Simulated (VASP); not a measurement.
# AlNi3 (I4mm) in VASP: further runs

The runs below take AlNi3 through single point, with PBEsol.

Everything below comes from runs of VASP 6.6.1. Logs are shortened: lines on timing, memory, paths and dates and some standing lists are left out, and cuts for length are marked.

## (1) The cell of the first run

Symmetry: I4mm, No. 107, tetragonal system. The conventional cell has a = 3.958 Å, b = 3.958 Å, c = 5.597 Å, α = 90.00°, β = 90.00°, γ = 90.00°. Within 3.1 Å of Al (site symmetry 4mm) lie 13 Ni at 2.36 to 2.83 Å. Within 2.9 Å of Ni (site symmetry 2mm) lie 10 Ni at 2.21 to 2.80 Å and 4 Al at 2.41 to 2.43 Å. Ni (site symmetry 4mm) has 8 Ni at 2.21 to 2.69 Å and 5 Al at 2.36 to 2.83 Å within 2.9 Å.

## (2) Single point, PBEsol (atoms displaced along a vibrational mode)

Contents of INCAR:

```
SYSTEM = AlNi3
ALGO = Fast
EDIFF = 1E-7
ENCUT = 520
GGA = PS
ISIF = 2
ISMEAR = 0
LASPH = .TRUE.
LCHARG = .TRUE.
LELF = .TRUE.
LREAL = .FALSE.
LVHAR = .TRUE.
LWAVE = .FALSE.
NBANDS = 24
NELM = 60
PREC = Accurate
SIGMA = 0.15
```

Contents of KPOINTS:

```
k-points
0
G
  14 14 14
  0 0 0
```

Contents of POSCAR:

```
AlNi3
1.0
    0.0000000000      2.7984078593      2.7984078593
    2.7984078593      0.0000000000      2.7984078593
    2.7984078593      2.7984078593      0.0000000000
Al Ni
1 3
Direct
    0.4755909806      0.5244090194      0.5244090194
    0.2288094972      0.2711905028      0.2711905028
    0.0536019078     -0.0536019078     -0.0536019078
    0.7288094972      0.7711905028      0.7711905028
```

Potentials or basis: VASP PAW PBE potentials, release 64 (Al, Ni).

The run is started by

```bash
cat potpaw_PBE.64/Al/POTCAR potpaw_PBE.64/Ni/POTCAR > POTCAR
mpirun -np 1 vasp_std > vasp.out
```

OUTCAR:

```text
SYSTEM = AlNi3
   EDIFF = 1E-7
   ENCUT = 520
   GGA = PS
   ISIF = 2
   ISMEAR = 0
   LASPH = .TRUE.
   LREAL = .FALSE.
   NELM = 60
   PREC = Accurate

 ion  position               nearest neighbor table
   1  0.476  0.524  0.524-   3 2.36   2 2.41   2 2.41   4 2.41   4 2.41   2 2.43   4 2.43   4 2.43
                             2 2.43   3 2.83   3 2.83   3 2.83   3 2.83
   2  0.229  0.271  0.271-   3 2.21   3 2.21   1 2.41   1 2.41   1 2.43   1 2.43   3 2.69   3 2.69
                             4 2.80   4 2.80   4 2.80   4 2.80   4 2.80   4 2.80
   3  0.054  0.946  0.946-   4 2.21   4 2.21   2 2.21   2 2.21   1 2.36   4 2.69   4 2.69   2 2.69
                             2 2.69   1 2.83   1 2.83   1 2.83   1 2.83
   4  0.729  0.771  0.771-   3 2.21   3 2.21   1 2.41   1 2.41   1 2.43   1 2.43   3 2.69   3 2.69
                             2 2.80   2 2.80   2 2.80   2 2.80   2 2.80   2 2.80

  LATTYP: Found a face centered cubic cell.
 ALAT       =     5.5968157186

  Lattice vectors:

 A1 = (   0.0000000000,   2.7984078593,   2.7984078593)
 A2 = (   2.7984078593,   0.0000000000,   2.7984078593)
 A3 = (   2.7984078593,   2.7984078593,   0.0000000000)

Analysis of symmetry for initial positions (statically):
=====================================================================
 Subroutine PRICEL returns:
 Original cell was already a primitive cell.

 Routine SETGRP: Setting up the symmetry group for a
 face centered cubic supercell.

 Subroutine GETGRP returns: Found  8 space group operations
 (whereof  8 operations were pure point group operations)
 out of a pool of 48 trial point group operations.

The static configuration has the point symmetry C_4v.

Analysis of symmetry for dynamics (positions and initial velocities):
=====================================================================
 Subroutine PRICEL returns:
 Original cell was already a primitive cell.

 Routine SETGRP: Setting up the symmetry group for a
 face centered cubic supercell.

 Subroutine GETGRP returns: Found  8 space group operations
 (whereof  8 operations were pure point group operations)
 out of a pool of 48 trial point group operations.

The dynamic configuration has the point symmetry C_4v.

 Subroutine INISYM returns: Found  8 space group operations
 (whereof  8 operations are pure point group operations),
 and found     1 'primitive' translations

[... 92 lines left out ...]
   ISPIN  =      1    spin polarized calculation?
   LNONCOLLINEAR =      F non collinear calculations
   LSORBIT =      F    spin-orbit coupling
   LASPH  =      T    aspherical Exc in radial PAW
   ENCUT  =  520.0 eV  38.22 Ry    6.18 a.u.   7.36  7.36  7.36*2*pi/ulx,y,z
   NELM   =     60;   NELMIN=  2; NELMDL= -5     # of ELM steps
   EDIFF  = 0.1E-06   stopping-criterion for ELM
   LREAL  =      F    real-space projection
   EDIFFG = 0.1E-05   stopping-criterion for IOM
   NSW    =      0    number of steps for IOM
   IBRION =     -1    ionic relax: 0-MD 1-quasi-New 2-CG
   NFREE  =      0    steps in history (QN), initial steepest desc. (CG)
   ISIF   =      2    stress and relaxation
   ISYM   =      2    0-nonsym 1-usesym 2-fastsym
   POTIM  = 0.5000    time-step for ionic-motion
   TEBEG  =    0.0;   TEEND  =   0.0 temperature during run
   PSTRESS=    0.0 pullay stress
   NELECT =      33.0000    total number of electrons
   NUPDOWN=      -1.0000    fix difference up-down
   EMIN   =  10.00;   EMAX   =-10.00  energy-range for DOS
   EFERMI =   0.00;   METHOD = LEGACY
   ISMEAR =     0;   SIGMA  =   0.15  broadening in eV -4-tet -1-fermi 0-gaus
   EFERMI_NEDOS =   21; number of points for ismear=-14 and -15
   IALGO  =     68    algorithm
   IMIX   =      4    mixing-type and parameters
     AMIX     =   0.40;   BMIX     =  1.00
     AMIX_MAG =   1.60;   BMIX_MAG =  1.00
  volume/ion in A,a.u.               =      10.96        73.94
  Fermi-wavevector in a.u.,A,eV,Ry     =   1.489333  2.814431 30.179255  2.218113
  Thomas-Fermi vector in A             =   2.602255
   LORBIT       =      0    0 simple, 1 ext, 2 COOP (PROOUT), +10 PAW based schemes
   GGA     = PS    functional components
   LHFCALC =     F    Hartree Fock is set to
   AEXX    =    0.0000 exact exchange contribution
   IVDW    =     0    specifies the selected vdW correction
   LEPSILON=     F    determine dielectric tensor
   LRPA    =     F    only Hartree local field effects (RPA)
 non-spin polarized calculation
 RMM-DIIS sequential band-by-band and
 Gauss-broadening in eV      SIGMA  =   0.15
  energy-cutoff  :      520.00
  volume of cell :       43.83
 maximum number of plane-waves:      1243
 NGX is ok and might be reduce to    30
   NGX = 15   NGY = 15   NGZ = 15

 number of electron      33.0000000 magnetization

 Free energy of the ion-electron system (eV)
  ---------------------------------------------------
  ext. energy  EPLUGINS =         0.00000000
  ---------------------------------------------------
  free energy    TOTEN  =       -23.22062176 eV

  energy without entropy =      -23.18499681  energy(sigma->0) =      -23.20280929

 E-fermi :   9.9114     XC(G=0): -12.9456

 val. band max:        9.9066898471   @ k =   0.5000   0.1429  -0.3571
 cond. band min:       9.9122055456   @ k =  -0.2143   0.3571   0.1429
 fundamental gap:      0.0055156985
 Fermi energy:         9.9113756878

 k-point     1 :       0.0000    0.0000    0.0000
  band No.  band energies     occupation
      1      -0.3814      2.00000
      2       5.9667      2.00000
      3       6.0199      2.00000
      4       6.2939      2.00000
      5       6.2939      2.00000
      6       6.6884      2.00000
[... 637 lines left out ...]
     23      18.1360      0.00000
     24      21.3572      0.00000

 [... further k-points ...]
[... 5 lines left out ...]
  --------------------------------------------------------------------------------------
  -------------------------------------------------------------------------------------
  Total        2.2620426      3.4717377      3.4717377      0.0000000      0.0000000      0.0000000
  in kB       82.6891132    126.9095929    126.9095929      0.0000000      0.0000000      0.0000000
  external PRESSURE =     112.1694330 kB  Pullay stress =       0.0000000 kB

 VOLUME and BASIS-vectors are now :
 -----------------------------------------------------------------------------
  energy-cutoff  :      520.00
  volume of cell :       43.83
      direct lattice vectors                 reciprocal lattice vectors
     0.000000000  2.798407859  2.798407859    -0.178673026  0.178673026  0.178673026
     2.798407859  0.000000000  2.798407859     0.178673026 -0.178673026  0.178673026
     2.798407859  2.798407859  0.000000000     0.178673026  0.178673026 -0.178673026

 POSITION                                       TOTAL-FORCE (eV/Angst)
 -----------------------------------------------------------------------------------
      2.93502      2.79841      2.79841        -1.236712      0.000000      0.000000
      1.51780      1.39920      1.39920        -1.521469      0.000000      0.000000
      5.29682      2.79841      2.79841         4.279650      0.000000      0.000000
      4.31621      4.19761      4.19761        -1.521469     -0.000000     -0.000000
 -----------------------------------------------------------------------------------
    total drift:                               -0.000017     -0.000002     -0.000002

  FREE ENERGIE OF THE ION-ELECTRON SYSTEM (eV)
  ---------------------------------------------------
  free  energy   TOTEN  =       -23.2206217641 eV

  energy  without entropy=      -23.1849968136  energy(sigma->0) =      -23.20280929
```

OSZICAR:

```text
N       E                     dE             d eps       ncg     rms          rms(c)
DAV:   1     0.182503536626E+03    0.18250E+03   -0.13844E+04 11720   0.175E+03
DAV:   2    -0.184264450055E+02   -0.20093E+03   -0.18912E+03 11728   0.321E+02
DAV:   3    -0.269635773730E+02   -0.85371E+01   -0.81834E+01 14184   0.910E+01
DAV:   4    -0.270858193491E+02   -0.12224E+00   -0.12218E+00 13784   0.954E+00
DAV:   5    -0.270901266038E+02   -0.43073E-02   -0.43072E-02 15264   0.165E+00    0.201E+01
RMM:   6    -0.267261051730E+02    0.36402E+00   -0.37902E+01 12761   0.727E+01    0.175E+01
RMM:   7    -0.233225564434E+02    0.34035E+01   -0.10731E+01 11959   0.412E+01    0.406E+00
RMM:   8    -0.234776984435E+02   -0.15514E+00   -0.43696E-01 12864   0.681E+00    0.596E+00
RMM:   9    -0.232298111700E+02    0.24789E+00   -0.23654E-01 12627   0.552E+00    0.611E-01
RMM:  10    -0.232211898928E+02    0.86213E-02   -0.23582E-02 12891   0.118E+00    0.358E-01
RMM:  11    -0.232205942165E+02    0.59568E-03   -0.71861E-03 14318   0.785E-01    0.161E-01
RMM:  12    -0.232205896907E+02    0.45258E-05   -0.16597E-03 13968   0.431E-01    0.993E-02
RMM:  13    -0.232206488577E+02   -0.59167E-04   -0.69843E-04 14949   0.224E-01    0.926E-02
RMM:  14    -0.232206107545E+02    0.38103E-04   -0.23743E-04 13533   0.157E-01    0.189E-02
RMM:  15    -0.232206206701E+02   -0.99156E-05   -0.12584E-04 17313   0.666E-02    0.847E-03
RMM:  16    -0.232206217161E+02   -0.10461E-05   -0.10614E-05 16378   0.189E-02    0.108E-02
RMM:  17    -0.232206217641E+02   -0.47925E-07   -0.88475E-07 12810   0.682E-03
   1 F= -.23220622E+02 E0= -.23202809E+02  d E =-.356250E-01
```

It took 2.4 min on 1 thread of AMD EPYC 9R45 (Zen 5), shared host; peak memory 0.31 GiB.

What came out:

```yaml
Free_energy: -23.2206 eV
Pressure: 11.2 GPa
Largest_force: 4.280 eV/Å
Band_gap_on_the_k_mesh: zero (an odd number of electrons rules out a gap without spin polarisation)
```

Forces in eV/Å, atoms in the order of the input:
```
Al  -1.237  0.000  0.000
Ni  -1.521  0.000  0.000
Ni   4.280  0.000  0.000
Ni  -1.521  0.000  0.000
```

Caveat: the cell differs from its parent crystal (atoms displaced along a vibrational mode); the cell stands under pressure; the PAW data sets were made with another functional, which shifts forces and pressure a little. Spin polarisation is off, so any magnetic state and its effect on volume and gap are missing.

## (3) Single point, PBEsol (atoms displaced along a vibrational mode)

Contents of INCAR:

```
ALGO = Fast ; EDIFF = 1E-6
ENCUT = 520 ; GGA = PS
ISIF = 2 ; ISMEAR = 0
LASPH = T ; LCHARG = F
LREAL = F ; LWAVE = F
NBANDS = 24 ; NELM = 60
PREC = Accurate ; SIGMA = 0.15
```

Contents of KPOINTS:

```
k-points
0
Gamma
  14 14 14
```

Contents of POSCAR:

```
AlNi3
1.0
    0.0000000000      2.7984078593      2.7984078593
    2.7984078593      0.0000000000      2.7984078593
    2.7984078593      2.7984078593      0.0000000000
Al Ni
1 3
Direct
    0.5183067645      0.4816932355      0.4816932355
    0.2658928771      0.2341071229      0.2341071229
   -0.0402014308      0.0402014308      0.0402014308
    0.7658928771      0.7341071229      0.7341071229
```

Potentials or basis: VASP PAW PBE potentials, release 64 (Al, Ni).

The run is started by

```bash
cat potpaw_PBE.64/Al/POTCAR potpaw_PBE.64/Ni/POTCAR > POTCAR
mpirun -np 1 vasp_std > vasp.out
```

It took 2.3 min on 1 thread of AMD EPYC 9R45 (Zen 5), shared host; peak memory 0.31 GiB.

The run converged. Its results:

- Free energy: -23.6105 eV
- Pressure: 6.3 GPa
- Largest force: 3.097 eV/Å
- Band gap on the k mesh: zero (an odd number of electrons rules out a gap without spin polarisation)

Forces on the atoms (eV/Å):
```
Al   0.777  0.000  0.000
Ni   1.160  0.000  0.000
Ni  -3.097  0.000  0.000
Ni   1.160  0.000  0.000
```

Stress tensor (GPa, compression positive):
```
4.68 0.00 0.00
0.00 7.16 0.00
0.00 0.00 7.16
```

Levels at points of the mesh, in eV from the Fermi level:
```tsv
k point	band 14	band 15	band 16	band 17	band 18	band 19
(0.00, 0.00, 0.00)	-0.61	-0.59	-0.47	5.01	5.01	5.20
(0.50, 0.00, 0.00)	-0.74	-0.51	-0.38	-0.13	4.08	4.17
(0.50, 0.50, 0.00)	-0.65	-0.36	-0.26	-0.26	-0.25	-0.07
(0.00, 0.50, 0.50)	-0.81	-0.71	-0.71	-0.64	-0.56	0.07
```

Caveat: the cell differs from its parent crystal (atoms displaced along a vibrational mode); the cell stands under pressure; the PAW data sets were made with another functional, which shifts forces and pressure a little. Spin polarisation is off, so any magnetic state and its effect on volume and gap are missing.

## (4) Single point, PBEsol (atoms displaced along a vibrational mode)

Contents of INCAR:

```
SYSTEM = AlNi3
  PREC = Accurate
  ENCUT = 520
  EDIFF = 1E-6
  ISMEAR = 0
  SIGMA = 0.15
  LREAL = .False.
  LASPH = .True.
  NELM = 80
  ALGO = Fast
  ISIF = 2
  LWAVE = .False.
  LCHARG = .True.
  GGA = PS
  LELF = .True.
  LVHAR = .True.
  NBANDS = 24
```

Contents of KPOINTS:

```
regular mesh
0
Gamma
  14 14 14
  0 0 0
```

Contents of POSCAR:

```
AlNi3
1.0
    0.0000000000      2.7984078593      2.7984078593
    2.7984078593      0.0000000000      2.7984078593
    2.7984078593      2.7984078593      0.0000000000
Al Ni
1 3
Direct
    0.4877954903      0.5122045097      0.5122045097
    0.2394047486      0.2605952514      0.2605952514
    0.0268009539     -0.0268009539     -0.0268009539
    0.7394047486      0.7605952514      0.7605952514
```

The run is started by

```bash
cat potpaw_PBE.64/Al/POTCAR potpaw_PBE.64/Ni/POTCAR > POTCAR
mpirun -np 1 vasp_std > vasp.out
```

Wall time 2.3 min (1 thread of AMD EPYC 9R45 (Zen 5), shared host); peak memory 0.31 GiB.

Results (log left out):

| Property | Result |
| --- | --- |
| Free energy | -23.8787 eV |
| Pressure | 2.8 GPa |
| Largest force | 1.992 eV/Å |
| Band gap on the k mesh | zero (an odd number of electrons rules out a gap without spin polarisation) |

Forces on the atoms (eV/Å):
```
Al  -0.452  0.000  0.000
Ni  -0.770  0.000  0.000
Ni   1.992  0.000  0.000
Ni  -0.770  0.000  0.000
```

Stress tensor (GPa, compression positive):
```
2.03 0.00 0.00
0.00 3.13 0.00
0.00 0.00 3.13
```

Levels at points of the mesh, in eV from the Fermi level:
| k point | band 12 | band 13 | band 14 | band 15 | band 16 | band 17 | band 18 | band 19 | band 20 | band 21 |
| --- | --- | --- | --- | --- | --- | --- | --- | --- | --- | --- |
| (0.00, 0.00, 0.00) | -0.90 | -0.73 | -0.59 | -0.58 | -0.50 | 5.22 | 5.22 | 5.33 | 5.98 | 6.07 |
| (0.50, 0.00, 0.00) | -1.72 | -0.75 | -0.67 | -0.52 | -0.43 | -0.15 | 4.19 | 4.25 | 4.85 | 4.87 |
| (0.50, 0.50, 0.00) | -1.18 | -1.10 | -0.63 | -0.55 | -0.31 | -0.31 | -0.31 | -0.06 | 4.18 | 4.64 |
| (0.00, 0.50, 0.50) | -1.20 | -1.20 | -0.64 | -0.62 | -0.61 | -0.52 | -0.52 | 0.05 | 4.27 | 4.72 |

Caveat: the cell differs from its parent crystal (atoms displaced along a vibrational mode); the PAW data sets were made with another functional, which shifts forces and pressure a little.

## (5) Overview

| cell | further INCAR settings | gap on the mesh (eV) | pressure (GPa) | largest force (eV/Å) |
| --- | --- | --- | --- | --- |
| as given, atomic positions A | ALGO = Fast; EDIFF = 1e-07; NBANDS = 24 | none | 11.2 | 4.28 |
| as given, atomic positions B | ALGO = Fast; EDIFF = 1e-06; NBANDS = 24 | none | 6.3 | 3.10 |
| as given, atomic positions C | ALGO = Fast; EDIFF = 1e-06; NBANDS = 24 | none | 2.8 | 1.99 |

Alike in all rows: task single point; level PBEsol; potentials or basis VASP PAW PBE potentials, release 64 (Al, Ni); no spin polarisation; k mesh 14 × 14 × 14; cutoff (eV) 520; smearing gaussian 0.15 eV.

Caveats: the PAW data sets were made with another functional, which shifts forces and pressure a little; the cell stands under pressure (at least some runs).

Total energies depend on the potentials used, so only differences within one code and one set of settings carry meaning.
